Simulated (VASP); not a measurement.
# HfOs (Pm-3m) in VASP: a series of runs

HfOs is run at these levels: LDA; tasks: single point, relaxation of cell and atoms.

Everything below comes from runs of VASP 6.6.1. Logs are shortened: lines on timing, memory, paths and dates and some standing lists are left out, and cuts for length are marked.

### 1 The cell of the first run

Symmetry: Pm-3m, No. 221, cubic system. The conventional cell has a = 3.191 Å, b = 3.191 Å, c = 3.191 Å, α = 90.00°, β = 90.00°, γ = 90.00°. Within 3.6 Å of Hf (site symmetry m-3m) lie 8 Os at 2.76 Å and 6 Hf at 3.19 Å. Within 3.6 Å of Os (site symmetry m-3m) lie 8 Hf at 2.76 Å and 6 Os at 3.19 Å.

### 2 Single point, LDA

File INCAR:

```
PREC = Accurate
ENCUT = 520
EDIFF = 1E-6
ISMEAR = 1
SIGMA = 0.1
LREAL = False
LASPH = True
NELM = 100
ALGO = Normal
ISIF = 2
LWAVE = False
LCHARG = False
GGA = CA
NBANDS = 16
```

File KPOINTS:

```
Automatic mesh
0
Gamma
  7 7 7
```

File POSCAR:

```
HfOs
1.0
    3.1905011259      0.0000000000      0.0000000000
    0.0000000000      3.1905011259      0.0000000000
    0.0000000000      0.0000000000      3.1905011259
Hf Os
1 1
Direct
    0.0000000000      0.0000000000      0.0000000000
    0.5000000000      0.5000000000      0.5000000000
```

Potentials or basis: VASP PAW LDA potentials, release 64 (Hf_pv, Os).

Launch:

```sh
> cat potpaw_LDA.64/Hf_pv/POTCAR potpaw_LDA.64/Os/POTCAR > POTCAR
> mpirun -np 1 vasp_std > vasp.out
```

OUTCAR:

```text
PREC = Accurate
   ENCUT = 520
   EDIFF = 1E-6
   ISMEAR = 1
   LREAL = False
   LASPH = True
   NELM = 100
   ISIF = 2
   GGA = CA

 ion  position               nearest neighbor table
   1  0.000  0.000  0.000-   2 2.76   2 2.76   2 2.76   2 2.76   2 2.76   2 2.76   2 2.76   2 2.76

   2  0.500  0.500  0.500-   1 2.76   1 2.76   1 2.76   1 2.76   1 2.76   1 2.76   1 2.76   1 2.76

  LATTYP: Found a simple cubic cell.
 ALAT       =     3.1905011259

  Lattice vectors:

 A1 = (   3.1905011259,   0.0000000000,   0.0000000000)
 A2 = (   0.0000000000,   3.1905011259,   0.0000000000)
 A3 = (   0.0000000000,   0.0000000000,   3.1905011259)

Analysis of symmetry for initial positions (statically):
=====================================================================
 Subroutine PRICEL returns:
 Original cell was already a primitive cell.

 Routine SETGRP: Setting up the symmetry group for a
 simple cubic supercell.

 Subroutine GETGRP returns: Found 48 space group operations
 (whereof 48 operations were pure point group operations)
 out of a pool of 48 trial point group operations.

The static configuration has the point symmetry O_h .

Analysis of symmetry for dynamics (positions and initial velocities):
=====================================================================
 Subroutine PRICEL returns:
 Original cell was already a primitive cell.

 Routine SETGRP: Setting up the symmetry group for a
 simple cubic supercell.

 Subroutine GETGRP returns: Found 48 space group operations
 (whereof 48 operations were pure point group operations)
 out of a pool of 48 trial point group operations.

The dynamic configuration has the point symmetry O_h .

 Subroutine INISYM returns: Found 48 space group operations
 (whereof 48 operations are pure point group operations),
 and found     1 'primitive' translations

----------------------------------------------------------------------------------------

                                     Primitive cell

  volume of cell :      32.4771

  direct lattice vectors                    reciprocal lattice vectors
     3.190501126  0.000000000  0.000000000     0.313430386  0.000000000  0.000000000
     0.000000000  3.190501126  0.000000000     0.000000000  0.313430386  0.000000000
     0.000000000  0.000000000  3.190501126     0.000000000  0.000000000  0.313430386

  length of vectors
     3.190501126  3.190501126  3.190501126     0.313430386  0.313430386  0.313430386

  position of ions in fractional coordinates (direct lattice)
     0.000000000  0.000000000  0.000000000
     0.500000000  0.500000000  0.500000000

  ion indices of the primitive-cell ions
   primitive index   ion index
                 1           1
                 2           2

----------------------------------------------------------------------------------------

 KPOINTS: Automatic mesh

Automatic generation of k-mesh.
 Grid dimensions read from file:
 generate k-points for:    7    7    7

 Generating k-lattice:

  Cartesian coordinates                     Fractional coordinates (reciprocal lattice)
     0.044775769  0.000000000  0.000000000     0.142857143  0.000000000  0.000000000
     0.000000000  0.044775769  0.000000000     0.000000000  0.142857143  0.000000000
     0.000000000  0.000000000  0.044775769     0.000000000  0.000000000  0.142857143

  Length of vectors
     0.044775769  0.044775769  0.044775769

  Shift w.r.t. Gamma in fractional coordinates (k-lattice)
     0.000000000  0.000000000  0.000000000

 Subroutine IBZKPT returns following result:
 ===========================================

 Found     20 irreducible k-points:

 Following reciprocal coordinates:
            Coordinates               Weight
  0.000000  0.000000  0.000000      1.000000
  0.142857  0.000000  0.000000      6.000000
  0.285714  0.000000  0.000000      6.000000
  0.428571  0.000000  0.000000      6.000000
  0.142857  0.142857  0.000000     12.000000
  0.285714  0.142857  0.000000     24.000000
[... 12 lines left out ...]
  0.428571  0.428571  0.285714     24.000000
  0.428571  0.428571  0.428571      8.000000
   k-points           NKPTS =     20   k-points in BZ     NKDIM =     20   number of bands    NBANDS=     16
   number of dos      NEDOS =    301   number of ions     NIONS =      2
   total plane-waves  NPLWV =  13824
   dimension x,y,z NGX =    24 NGY =   24 NGZ =   24
   dimension x,y,z NGXF=    48 NGYF=   48 NGZF=   48
   ions per type =               1   1
   NGX,Y,Z   is equivalent  to a cutoff of  12.51, 12.51, 12.51 a.u.
   NGXF,Y,Z  is equivalent  to a cutoff of  25.01, 25.01, 25.01 a.u.
 SYSTEM =  unknown system
   PREC   = accura    normal or accurate (medium, high low for compatibility)
   ISTART =      0    job   : 0-new  1-cont  2-samecut
   ICHARG =      2    charge: 1-file 2-atom 10-const
   ISPIN  =      1    spin polarized calculation?
   LNONCOLLINEAR =      F non collinear calculations
   LSORBIT =      F    spin-orbit coupling
   LASPH  =      T    aspherical Exc in radial PAW
   ENCUT  =  520.0 eV  38.22 Ry    6.18 a.u.   5.93  5.93  5.93*2*pi/ulx,y,z
   NELM   =    100;   NELMIN=  2; NELMDL= -5     # of ELM steps
   EDIFF  = 0.1E-05   stopping-criterion for ELM
   LREAL  =      F    real-space projection
   EDIFFG = 0.1E-04   stopping-criterion for IOM
   NSW    =      0    number of steps for IOM
   IBRION =     -1    ionic relax: 0-MD 1-quasi-New 2-CG
   NFREE  =      0    steps in history (QN), initial steepest desc. (CG)
   ISIF   =      2    stress and relaxation
   ISYM   =      2    0-nonsym 1-usesym 2-fastsym
   POTIM  = 0.5000    time-step for ionic-motion
   TEBEG  =    0.0;   TEEND  =   0.0 temperature during run
   PSTRESS=    0.0 pullay stress
   NELECT =      18.0000    total number of electrons
   NUPDOWN=      -1.0000    fix difference up-down
   EMIN   =  10.00;   EMAX   =-10.00  energy-range for DOS
   EFERMI =   0.00;   METHOD = LEGACY
   ISMEAR =     1;   SIGMA  =   0.10  broadening in eV -4-tet -1-fermi 0-gaus
   EFERMI_NEDOS =   21; number of points for ismear=-14 and -15
   IALGO  =     38    algorithm
   IMIX   =      4    mixing-type and parameters
     AMIX     =   0.40;   BMIX     =  1.00
     AMIX_MAG =   1.60;   BMIX_MAG =  1.00
  volume/ion in A,a.u.               =      16.24       109.58
  Fermi-wavevector in a.u.,A,eV,Ry     =   1.344745  2.541201 24.603965  1.808340
  Thomas-Fermi vector in A             =   2.472714
   LORBIT       =      0    0 simple, 1 ext, 2 COOP (PROOUT), +10 PAW based schemes
   GGA     = CA    functional components
   LHFCALC =     F    Hartree Fock is set to
   AEXX    =    0.0000 exact exchange contribution
   IVDW    =     0    specifies the selected vdW correction
   LEPSILON=     F    determine dielectric tensor
   LRPA    =     F    only Hartree local field effects (RPA)
 non-spin polarized calculation
 Methfessel and Paxton  Order N= 1 SIGMA  =   0.10
  energy-cutoff  :      520.00
  volume of cell :       32.48
 maximum number of plane-waves:       895
 NGX is ok and might be reduce to    24
   NGX = 11   NGY = 11   NGZ = 11

 number of electron      17.9999998 magnetization

 Free energy of the ion-electron system (eV)
  ---------------------------------------------------
  ext. energy  EPLUGINS =         0.00000000
  ---------------------------------------------------
  free energy    TOTEN  =       -24.78266386 eV

  energy without entropy =      -24.78168185  energy(sigma->0) =      -24.78233652

 E-fermi :   7.3210     XC(G=0): -13.1669

 val. band max:        7.3209769614   @ k =   0.4286   0.4286   0.0000
 cond. band min:       7.6231928839   @ k =   0.4286   0.1429   0.0000
 fundamental gap:      0.3022159225
 Fermi energy:         7.3209901548

 k-point     1 :       0.0000    0.0000    0.0000
  band No.  band energies     occupation
      1     -22.6325      2.00000
      2     -22.6325      2.00000
      3     -22.6325      2.00000
      4      -1.6888      2.00000
      5       1.8383      2.00000
      6       1.8383      2.00000
[... 8 lines left out ...]
     15      16.0143      0.00000
     16      16.0143      0.00000

 k-point     2 :       0.1429    0.0000    0.0000
  band No.  band energies     occupation
      1     -22.7276      2.00000
      2     -22.6293      2.00000
      3     -22.6293      2.00000
      4      -1.1966      2.00000
      5       2.0643      2.00000
      6       2.2083      2.00000
[... 8 lines left out ...]
     15      14.5947      0.00000
     16      18.3074      0.00000

 k-point     3 :       0.2857    0.0000    0.0000
  band No.  band energies     occupation
      1     -22.9353      2.00000
      2     -22.6221      2.00000
      3     -22.6221      2.00000
      4       0.1413      2.00000
      5       2.7014      2.00000
      6       3.0088      2.00000
[... 8 lines left out ...]
     15      13.1110      0.00000
     16      19.6908      0.00000

 k-point     4 :       0.4286    0.0000    0.0000
  band No.  band energies     occupation
      1     -23.0961      2.00000
      2     -22.6164      2.00000
      3     -22.6164      2.00000
      4       1.8764      2.00000
      5       3.2301      2.00000
      6       3.5079      2.00000
[... 8 lines left out ...]
     15      13.6512      0.00000
     16      19.6904      0.00000
[... 248 lines left out ...]
 k-point    18 :       0.4286    0.2857    0.2857
  band No.  band energies     occupation
      1     -23.0074      2.00000
      2     -22.8593      2.00000
      3     -22.8427      2.00000
      4       3.0213      2.00000
      5       3.1308      2.00000
      6       4.2465      2.00000
[... 8 lines left out ...]
     15      16.8635      0.00000
     16      17.2090      0.00000

 k-point    19 :       0.4286    0.4286    0.2857
  band No.  band energies     occupation
      1     -22.9932      2.00000
      2     -22.9922      2.00000
      3     -22.8426      2.00000
      4       3.1176      2.00000
      5       3.2659      2.00000
      6       3.9984      2.00000
[... 8 lines left out ...]
     15      16.2918      0.00000
     16      17.4581      0.00000

 k-point    20 :       0.4286    0.4286    0.4286
  band No.  band energies     occupation
      1     -22.9903      2.00000
      2     -22.9903      2.00000
      3     -22.9855      2.00000
      4       3.7340      2.00000
      5       4.1878      2.00000
      6       4.1878      2.00000
[... 8 lines left out ...]
     15      16.5462      0.00000
     16      18.5736      0.00000

------------------------ aborting loop because EDIFF is reached ----------------------------------------

  FORCE on cell =-STRESS in cart. coord.  units (eV):
  Direction    XX          YY          ZZ          XY          YZ          ZX
  --------------------------------------------------------------------------------------
  -------------------------------------------------------------------------------------
  Total        0.5578711      0.5578711      0.5578711     -0.0000000     -0.0000000      0.0000000
  in kB       27.5212256     27.5212256     27.5212256     -0.0000000     -0.0000000      0.0000000
  external PRESSURE =      27.5212256 kB  Pullay stress =       0.0000000 kB

 VOLUME and BASIS-vectors are now :
 -----------------------------------------------------------------------------
  energy-cutoff  :      520.00
  volume of cell :       32.48
      direct lattice vectors                 reciprocal lattice vectors
     3.190501126  0.000000000  0.000000000     0.313430386  0.000000000  0.000000000
     0.000000000  3.190501126  0.000000000     0.000000000  0.313430386  0.000000000
     0.000000000  0.000000000  3.190501126     0.000000000  0.000000000  0.313430386

 POSITION                                       TOTAL-FORCE (eV/Angst)
 -----------------------------------------------------------------------------------
      0.00000      0.00000      0.00000         0.000000      0.000000      0.000000
      1.59525      1.59525      1.59525         0.000000      0.000000      0.000000
 -----------------------------------------------------------------------------------
    total drift:                                0.000000      0.000000     -0.000000

  FREE ENERGIE OF THE ION-ELECTRON SYSTEM (eV)
  ---------------------------------------------------
  free  energy   TOTEN  =       -24.7826638632 eV

  energy  without entropy=      -24.7816818462  energy(sigma->0) =      -24.78233652
```

Run time: 5.5 s. Hardware: 1 thread of Intel Xeon Platinum 8488C (Sapphire Rapids), shared host; peak memory 0.13 GiB.

What came out:

```yaml
Free_energy: -24.7827 eV
Pressure: 2.8 GPa
Band_gap_on_the_k_mesh: zero (bands 9 and 10 overlap by 0.56 eV)
```

Levels at points of the mesh, in eV from the Fermi level:
```csv
k point,band 7,band 8,band 9,band 10,band 11,band 12
"(0.00, 0.00, 0.00)",-1.49,-1.49,-1.49,2.71,2.71,6.48
```

Caveat: spin-orbit coupling is left out, which moves the levels of the heavy elements.

### 3 Relaxation of cell and atoms, LDA

This run uses another cell than the first one, of 16.99 Å³/atom.

File INCAR:

```
PREC     = Accurate       # precision mode
ENCUT    = 600            # plane-wave cutoff, eV
EDIFF    = 1E-6           # SCF threshold, eV
ISMEAR   = 1              # smearing method
SIGMA    = 0.1            # smearing width, eV
LREAL    = F              # projectors in reciprocal space
LASPH    = T              # aspherical terms in the spheres
NELM     = 60             # most SCF steps
ALGO     = Normal         # electronic algorithm
ISIF     = 3              # what is computed and relaxed
LWAVE    = F              # write WAVECAR
LCHARG   = F              # write CHGCAR
GGA      = CA             # functional
IBRION   = 2              # ionic algorithm
NSW      = 80             # ionic steps
EDIFFG   = -0.02          # ionic threshold
```

File KPOINTS:

```
regular mesh
0
Gamma
  7 7 7
```

File POSCAR:

```
HfOs
1.0
    3.2390000000      0.0000000000      0.0000000000
    0.0000000000      3.2390000000      0.0000000000
    0.0000000000      0.0000000000      3.2390000000
Hf Os
1 1
Direct
    0.0000000000      0.0000000000      0.0000000000
    0.5000000000      0.5000000000      0.5000000000
```

Potentials or basis: VASP PAW LDA potentials, release 64 (Hf_pv, Os).

Launch:

```sh
> cat potpaw_LDA.64/Hf_pv/POTCAR potpaw_LDA.64/Os/POTCAR > POTCAR
> mpirun -np 1 vasp_std > vasp.out
```

It took 24 s on 1 thread of Intel Xeon Platinum 8488C (Sapphire Rapids), shared host; peak memory 0.15 GiB.

It converged, with:

```yaml
Free_energy: -24.7883 eV
Relaxed_volume: 16.42 Å³/atom
Relaxed_cell: a = 3.202 Å, b = 3.202 Å, c = 3.202 Å, α = 90.00°, β = 90.00°, γ = 90.00°
Space_group_after_relaxing_to_0.1_Å: Pm-3m (No. 221)
Energy_gained_by_relaxing: 15.6 meV/atom
Ionic_steps: 4
Pressure_after_relaxing: -0.1 GPa
Band_gap_on_the_k_mesh: zero (bands 9 and 10 overlap by 0.54 eV)
```

The path:
| step | energy change (eV) | largest force (eV/Å) | pressure (GPa) | volume (Å³) |
| --- | --- | --- | --- | --- |
| 1 | 0.0000 | 0.0000 | -8.36 | 33.98 |
| 2 | 0.2377 | 0.0000 | 30.66 | 29.80 |
| 3 | -0.0311 | 0.0000 | -0.47 | 32.88 |
| 4 | -0.0311 | 0.0000 | -0.06 | 32.83 |

Final structure:
```
Hf Os
1.0
     3.20204    0.00000    0.00000
     0.00000    3.20204    0.00000
     0.00000    0.00000    3.20204
Hf Os
1 1
Direct
  0.00000 0.00000 0.00000
  0.50000 0.50000 0.50000
```

Levels at points of the mesh, in eV from the Fermi level:
```csv
k point,band 6,band 7,band 8,band 9,band 10,band 11,band 12,band 13
"(0.00, 0.00, 0.00)",-5.38,-1.45,-1.45,-1.45,2.70,2.70,6.42,6.42
```

Caveat: spin-orbit coupling is left out, which moves the levels of the heavy elements. Zero-point motion and thermal expansion aren't in these numbers.
